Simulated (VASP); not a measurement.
Here is a VASP 6.6.1 calculation.

The input POSCAR:

```
C
1.0
    2.5976840778      0.0000000000      0.0000000000
   -1.2988420389      2.2496604024      0.0000000000
    0.0000000000      0.0000000000      8.2803246060
C
8
Direct
    0.0000000000      0.0000000000      0.0929334766
    0.0000000000      0.0000000000      0.5929334766
    0.0000000000      0.0000000000      0.4070665234
    0.0000000000      0.0000000000      0.9070665234
    0.3333333333      0.6666666667      0.1554962099
    0.6666666667      0.3333333333      0.6554962099
    0.3333333333      0.6666666667      0.3445037901
    0.6666666667      0.3333333333      0.8445037901
```

File INCAR.step1:

```
SYSTEM = C
  PREC = Accurate
  ENCUT = 520
  ISMEAR = 0
  SIGMA = 0.05
  LREAL = .False.
  LASPH = .True.
  NELM = 60
  NBANDS = 26
  GGA = PE
  ALGO = Normal
  EDIFF = 1E-4
  LWAVE = .True.
  LCHARG = .False.
```

Contents of INCAR.step2:

```
SYSTEM = C
  PREC = Accurate
  ENCUT = 520
  EDIFF = 1E-6
  ISMEAR = 0
  SIGMA = 0.05
  LREAL = .False.
  LASPH = .True.
  NELM = 60
  ALGO = Normal
  ISIF = 2
  LWAVE = .False.
  LCHARG = .False.
  METAGGA = R2SCAN
  LMIXTAU = .True.
  NBANDS = 26
  ISTART = 1
```

File KPOINTS:

```
regular mesh
0
Gamma
  12 12 4
  0 0 0
```

Potentials or basis: VASP PAW PBE potentials, release 64 (C).

The run is started by

```bash
$ cat potpaw_PBE.64/C/POTCAR > POTCAR
$ cp INCAR.step1 INCAR
$ mpirun -np 1 vasp_std > vasp.out
$ cp INCAR.step2 INCAR
$ mpirun -np 1 vasp_std > vasp.out
```

Task: Predict the band gap on the k mesh.

Result: 4.19 eV (least direct gap 4.99 eV).

Task: Estimate the pressure.

Result: -25.8 GPa.

Stress tensor (GPa, compression positive):
```
-38.31   0.00   0.00
  0.00 -38.31   0.00
  0.00   0.00  -0.78
```

Caveat: the cell differs from its parent crystal (strain +0.0350 x Voigt [1, 1, 0, 0, 0, 0]); the stress differs along the axes, from -38 to -1 GPa; the PAW data sets were made with another functional, which shifts forces and pressure a little. A k mesh can miss the band edges.
